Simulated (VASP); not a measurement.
Set up this calculation in VASP 6.6.1, as the native input.

| Property | Result |
| --- | --- |
| Task | dielectric tensor |
| Functional | r2SCAN |
| Potentials or basis | VASP PAW PBE potentials, release 64 (B, N) |
| Cutoff | 520 eV |
| k mesh | 10 × 10 × 10 |
| Occupations | gaussian, width 0.01 eV |
| Spin | no spin polarisation |
| Dipole correction | no |
| Further INCAR settings | ALGO = Normal; EDIFF = 1e-08 |

The structure of BN lies in POSCAR:

```
BN
1.0
    0.0000000000      1.8770184836      1.8770184836
    1.8770184836      0.0000000000      1.8770184836
    1.8770184836      1.8770184836      0.0000000000
B N
1 1
Direct
    0.0000000000      0.0000000000      0.0000000000
    0.2500000000      0.2500000000      0.2500000000
```

This cell differs from its parent crystal: strain +4.0%.

One way to write it, as run:

INCAR

```
SYSTEM = BN
  PREC = Accurate
  ENCUT = 520
  EDIFF = 1E-8
  ISMEAR = 0
  SIGMA = 0.01
  LREAL = .FALSE.
  LASPH = .TRUE.
  NELM = 100
  ALGO = Normal
  ISIF = 2
  LWAVE = .FALSE.
  LCHARG = .FALSE.
  METAGGA = R2SCAN
  LMIXTAU = .TRUE.
  LCALCEPS = .TRUE.
```

KPOINTS

```
regular mesh
0
G
  10 10 10
  0 0 0
```

Potentials or basis: VASP PAW PBE potentials, release 64 (B, N).

The run is started by

```bash
$ cat potpaw_PBE.64/B/POTCAR potpaw_PBE.64/N/POTCAR > POTCAR
$ mpirun -np 1 vasp_std > vasp.out
```

It gave:

```yaml
Band_gap_on_the_k_mesh: 4.83 eV (least direct gap 8.97 eV)
Electronic_dielectric_tensor_diagonal: 4.67
Born_charges_mean_of_the_diagonal: B +2.09; N -2.09 e
```

Caveat: the cell differs from its parent crystal (strain +4.0%).

Run time: 11 min on 1 thread of Intel(R) Xeon(R) 6975P-C (Granite Rapids) (shared host), peak memory 0.25 GiB.
